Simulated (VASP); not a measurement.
# Mg (P6_3/mmc) in VASP: further runs

Mg is run at these levels: r2SCAN, b88 exchange, pbe correlation; tasks: relaxation of cell and atoms, single point.

Everything below comes from runs of VASP 6.6.1. Logs are shortened: lines on timing, memory, paths and dates and some standing lists are left out, and cuts for length are marked.

## 1. The cell of the first run

It takes space group P6_3/mmc (No. 194, hexagonal). The conventional cell has a = 3.209 Å, b = 3.209 Å, c = 5.210 Å, α = 90.00°, β = 90.00°, γ = 120.00°. Within 4.2 Å of Mg (site symmetry -6m2) lie 12 Mg at 3.20 to 3.21 Å.

## 2. Relaxation of cell and atoms, r2SCAN

POSCAR reads:

```
Mg
1.0
    3.2093000000      0.0000000000      0.0000000000
   -1.6046500000      2.7793353284      0.0000000000
    0.0000000000      0.0000000000      5.2103000000
Mg
2
Direct
    0.6666666667      0.3333333333      0.7500000000
    0.3333333333      0.6666666667      0.2500000000
```

INCAR.step1 reads:

```
SYSTEM = Mg
PREC = Accurate
ENCUT = 600
ISMEAR = -1
SIGMA = 0.05
LREAL = .FALSE.
LASPH = .TRUE.
NELM = 100
GGA = PE
ALGO = Normal
EDIFF = 1E-4
LWAVE = .TRUE.
LCHARG = .FALSE.
```

INCAR.step2 reads:

```
SYSTEM = Mg
PREC = Accurate
ENCUT = 600
EDIFF = 1E-6
ISMEAR = -1
SIGMA = 0.05
LREAL = .FALSE.
LASPH = .TRUE.
NELM = 100
ALGO = Normal
ISIF = 3
LWAVE = .FALSE.
LCHARG = .FALSE.
METAGGA = R2SCAN
LMIXTAU = .TRUE.
IBRION = 2
NSW = 60
EDIFFG = -0.01
ISTART = 1
```

KPOINTS reads:

```
regular mesh
0
G
  10 10 5
  0 0 0
```

Potentials or basis: VASP PAW PBE potentials, release 64 (Mg).

Command:

```console
cat potpaw_PBE.64/Mg/POTCAR > POTCAR
cp INCAR.step1 INCAR
mpirun -np 1 vasp_std > vasp.out
cp INCAR.step2 INCAR
mpirun -np 1 vasp_std > vasp.out
```

OUTCAR:

```text
SYSTEM = Mg
   PREC = Accurate
   ENCUT = 600
   EDIFF = 1E-6
   ISMEAR = -1
   LREAL = .FALSE.
   LASPH = .TRUE.
   NELM = 100
   ISIF = 3
   METAGGA = R2SCAN
   IBRION = 2
   NSW = 60
   EDIFFG = -0.01
   ISTART = 1

 ion  position               nearest neighbor table
   1  0.667  0.333  0.750-   2 3.20   2 3.20   2 3.20   2 3.20   2 3.20   2 3.20
   2  0.333  0.667  0.250-   1 3.20   1 3.20   1 3.20   1 3.20   1 3.20   1 3.20

  LATTYP: Found a hexagonal cell.
 ALAT       =     3.2093000000
 C/A-ratio  =     1.6235004518

  Lattice vectors:

 A1 = (   3.2093000000,   0.0000000000,   0.0000000000)
 A2 = (  -1.6046500000,   2.7793353284,   0.0000000000)
 A3 = (   0.0000000000,   0.0000000000,   5.2103000000)

Analysis of symmetry for initial positions (statically):
=====================================================================
 Subroutine PRICEL returns:
 Original cell was already a primitive cell.

 Routine SETGRP: Setting up the symmetry group for a
 hexagonal supercell.

 Subroutine GETGRP returns: Found 24 space group operations
 (whereof 12 operations were pure point group operations)
 out of a pool of 24 trial point group operations.

The static configuration has the point symmetry D_3d.
 The point group associated with its full space group is D_6h.

Analysis of symmetry for dynamics (positions and initial velocities):
=====================================================================
 Subroutine PRICEL returns:
 Original cell was already a primitive cell.

 Routine SETGRP: Setting up the symmetry group for a
 hexagonal supercell.

 Subroutine GETGRP returns: Found 24 space group operations
 (whereof 12 operations were pure point group operations)
 out of a pool of 24 trial point group operations.

The dynamic configuration has the point symmetry D_3d.
 The point group associated with its full space group is D_6h.

 Subroutine INISYM returns: Found 24 space group operations
 (whereof 12 operations are pure point group operations),
 and found     1 'primitive' translations

----------------------------------------------------------------------------------------

                                     Primitive cell

  volume of cell :      46.4744

  direct lattice vectors                    reciprocal lattice vectors
     3.209300000  0.000000000  0.000000000     0.311594429  0.179899127  0.000000000
    -1.604650000  2.779335328  0.000000000     0.000000000  0.359798255  0.000000000
     0.000000000  0.000000000  5.210300000     0.000000000  0.000000000  0.191927528

  length of vectors
     3.209300000  3.209300000  5.210300000     0.359798255  0.359798255  0.191927528

  position of ions in fractional coordinates (direct lattice)
     0.666666667  0.333333333  0.750000000
     0.333333333  0.666666667  0.250000000

  ion indices of the primitive-cell ions
   primitive index   ion index
                 1           1
                 2           2

----------------------------------------------------------------------------------------

 KPOINTS: regular mesh

Automatic generation of k-mesh.
 Grid dimensions read from file:
 generate k-points for:   10   10    5

 Generating k-lattice:

  Cartesian coordinates                     Fractional coordinates (reciprocal lattice)
     0.031159443  0.017989913  0.000000000     0.100000000 -0.000000000  0.000000000
     0.000000000  0.035979825  0.000000000     0.000000000  0.100000000  0.000000000
     0.000000000  0.000000000  0.038385506     0.000000000  0.000000000  0.200000000

  Length of vectors
     0.035979825  0.035979825  0.038385506

  Shift w.r.t. Gamma in fractional coordinates (k-lattice)
     0.000000000  0.000000000  0.000000000

 Subroutine IBZKPT returns following result:
 ===========================================

 Found     42 irreducible k-points:

 Following reciprocal coordinates:
            Coordinates               Weight
  0.000000  0.000000  0.000000      1.000000
  0.100000  0.000000  0.000000      6.000000
  0.200000  0.000000  0.000000      6.000000
  0.300000  0.000000  0.000000      6.000000
  0.400000  0.000000  0.000000      6.000000
  0.500000  0.000000  0.000000      3.000000
[... 16 lines left out ...]
  0.300000  0.100000  0.200000     24.000000
  0.400000  0.100000  0.200000     24.000000
 [... further k-points ...]
   k-points           NKPTS =     42   k-points in BZ     NKDIM =     42   number of bands    NBANDS=      6
   number of dos      NEDOS =    301   number of ions     NIONS =      2
   total plane-waves  NPLWV =  32928
   dimension x,y,z NGX =    28 NGY =   28 NGZ =   42
   dimension x,y,z NGXF=    56 NGYF=   56 NGZF=   84
   ions per type =               2
   NGX,Y,Z   is equivalent  to a cutoff of  14.50, 14.50, 13.40 a.u.
   NGXF,Y,Z  is equivalent  to a cutoff of  29.01, 29.01, 26.80 a.u.
 SYSTEM =  Mg
   PREC   = accura    normal or accurate (medium, high low for compatibility)
   ISTART =      1    job   : 0-new  1-cont  2-samecut
   ICHARG =      0    charge: 1-file 2-atom 10-const
   ISPIN  =      1    spin polarized calculation?
   LNONCOLLINEAR =      F non collinear calculations
   LSORBIT =      F    spin-orbit coupling
   LASPH  =      T    aspherical Exc in radial PAW
   ENCUT  =  600.0 eV  44.10 Ry    6.64 a.u.   6.41  6.41 10.41*2*pi/ulx,y,z
   NELM   =    100;   NELMIN=  2; NELMDL=  0     # of ELM steps
   EDIFF  = 0.1E-05   stopping-criterion for ELM
   LREAL  =      F    real-space projection
   EDIFFG = -.1E-01   stopping-criterion for IOM
   NSW    =     60    number of steps for IOM
   IBRION =      2    ionic relax: 0-MD 1-quasi-New 2-CG
   NFREE  =      1    steps in history (QN), initial steepest desc. (CG)
   ISIF   =      3    stress and relaxation
   ISYM   =      2    0-nonsym 1-usesym 2-fastsym
   POTIM  = 0.5000    time-step for ionic-motion
   TEBEG  =    0.0;   TEEND  =   0.0 temperature during run
   PSTRESS=    0.0 pullay stress
   NELECT =       4.0000    total number of electrons
   NUPDOWN=      -1.0000    fix difference up-down
   EMIN   =  10.00;   EMAX   =-10.00  energy-range for DOS
   EFERMI =   0.00;   METHOD = LEGACY
   ISMEAR =    -1;   SIGMA  =   0.05  broadening in eV -4-tet -1-fermi 0-gaus
   EFERMI_NEDOS =   21; number of points for ismear=-14 and -15
   IALGO  =     38    algorithm
   IMIX   =      4    mixing-type and parameters
     AMIX     =   0.40;   BMIX     =  1.00
     AMIX_MAG =   1.60;   BMIX_MAG =  1.00
  volume/ion in A,a.u.               =      23.24       156.81
  Fermi-wavevector in a.u.,A,eV,Ry     =   0.722809  1.365911  7.108401  0.522453
  Thomas-Fermi vector in A             =   1.812866
   LORBIT       =      0    0 simple, 1 ext, 2 COOP (PROOUT), +10 PAW based schemes
   METAGGA = R2SCAN    functional components
   LHFCALC =     F    Hartree Fock is set to
   AEXX    =    0.0000 exact exchange contribution
   IVDW    =     0    specifies the selected vdW correction
   LEPSILON=     F    determine dielectric tensor
   LRPA    =     F    only Hartree local field effects (RPA)
 conjugate gradient relaxation of ions
 non-spin polarized calculation
  energy-cutoff  :      600.00
  volume of cell :       46.47
 maximum number of plane-waves:      1578
 NGX is ok and might be reduce to    28
   NGX = 13   NGY = 13   NGZ = 21

--------------------------------------- Ionic step        1  -------------------------------------------

 number of electron       4.0000000 magnetization

 Free energy of the ion-electron system (eV)
  ---------------------------------------------------
  ext. energy  EPLUGINS =         0.00000000
  ---------------------------------------------------
  free energy    TOTEN  =        -8.28265702 eV

  energy without entropy =       -8.27298220  energy(sigma->0) =       -8.27781961

------------------------ aborting loop because EDIFF is reached ----------------------------------------

  FORCE on cell =-STRESS in cart. coord.  units (eV):
  Direction    XX          YY          ZZ          XY          YZ          ZX
  --------------------------------------------------------------------------------------
  -------------------------------------------------------------------------------------
  Total       -0.4626323     -0.4626323     -0.2111316      0.0000000      0.0000000      0.0000000
  in kB      -15.9489657    -15.9489657     -7.2786339      0.0000000      0.0000000      0.0000000
  external PRESSURE =     -13.0588551 kB  Pullay stress =       0.0000000 kB
[... 237 lines left out ...]
  energy  without entropy=       -8.2852386233  energy(sigma->0) =       -8.28866532

--------------------------------------- Ionic step        8  -------------------------------------------

 number of electron       4.0000000 magnetization

 Free energy of the ion-electron system (eV)
  ---------------------------------------------------
  ext. energy  EPLUGINS =         0.00000000
  ---------------------------------------------------
  free energy    TOTEN  =        -8.29209770 eV

  energy without entropy =       -8.28514741  energy(sigma->0) =       -8.28862255

 E-fermi :   2.8342     XC(G=0):  -9.1119

 val. band max:        2.8234582859   @ k =   0.5000   0.0000   0.4000
 cond. band min:       2.8766035251   @ k =   0.3000   0.3000   0.0000
 fundamental gap:      0.0531452391
 Fermi energy:         2.8341817262

 k-point     1 :       0.0000    0.0000    0.0000
  band No.  band energies     occupation
      1      -4.7263      2.00000
      2       0.6625      2.00000
      3       1.3060      2.00000
      4      14.9063      0.00000
      5      14.9063      0.00000
      6      15.1819      0.00000

 k-point     2 :       0.1000    0.0000    0.0000
  band No.  band energies     occupation
      1      -4.5098      2.00000
      2       0.8629      2.00000
      3       1.5123      2.00000
      4      11.8786      0.00000
      5      13.4388      0.00000
      6      14.1674      0.00000
[... 190 lines left out ...]
 k-point    24 :       0.4000    0.1000    0.2000
  band No.  band energies     occupation
      1      -0.0673      2.00000
      2       1.8910      2.00000
      3       3.4088      0.00002
      4       5.2889      0.00000
      5       7.3233      0.00000
      6       8.5346      0.00000

 [... further k-points ...]

------------------------ aborting loop because EDIFF is reached ----------------------------------------

  FORCE on cell =-STRESS in cart. coord.  units (eV):
  Direction    XX          YY          ZZ          XY          YZ          ZX
  --------------------------------------------------------------------------------------
  -------------------------------------------------------------------------------------
  Total        0.0175816      0.0175816      0.0141953      0.0000000     -0.0000000      0.0000000
  in kB        0.6272245      0.6272245      0.5064187      0.0000000     -0.0000000      0.0000000
  external PRESSURE =       0.5869559 kB  Pullay stress =       0.0000000 kB
[... 17 lines left out ...]
  FREE ENERGIE OF THE ION-ELECTRON SYSTEM (eV)
  ---------------------------------------------------
  free  energy   TOTEN  =        -8.2920976955 eV

  energy  without entropy=       -8.2851474064  energy(sigma->0) =       -8.28862255

 reached required accuracy - stopping structural energy minimisation
```

Run time: 8.1 min. Hardware: 1 thread of Intel Xeon 8259CL, shared host; peak memory 0.2 GiB.

Results:

| Property | Result |
| --- | --- |
| Free energy | -8.2921 eV |
| Relaxed volume | 22.46 Å³/atom |
| Relaxed cell | a = 3.144 Å, b = 3.144 Å, c = 5.246 Å, α = 90.00°, β = 90.00°, γ = 120.00° |
| Space group after relaxing (to 0.1 Å) | P6_3/mmc (No. 194) |
| Energy gained by relaxing | 4.7 meV/atom |
| Ionic steps | 8 |
| Pressure after relaxing | 0.1 GPa |
| Band gap on the k mesh | zero (bands 2 and 3 overlap by 1.97 eV) |

The path:
```
step  energy change (eV)  largest force (eV/Å)  pressure (GPa)  volume (Å³)
   1              0.0000                0.0000           -1.31        46.47
   2             -0.0073                0.0000           -0.28        45.21
   3             -0.0078                0.0000            0.06        44.83
   4             -0.0078                0.0000            0.10        44.80
   5             -0.0083                0.0000            0.09        44.83
   6             -0.0094                0.0000            0.06        44.91
   7             -0.0094                0.0000            0.06        44.91
   8             -0.0094                0.0000            0.06        44.91
```

Final structure:
```
Mg
1.0
     3.14412    0.00000    0.00000
    -1.57206    2.72289    0.00000
     0.00000    0.00000    5.24587
Mg
2
Direct
  0.66667 0.33333 0.75000
  0.33333 0.66667 0.25000
```

Caveat: the PAW data sets were made with another functional, which shifts forces and pressure a little.

(Part 1 of 2 ends here.)
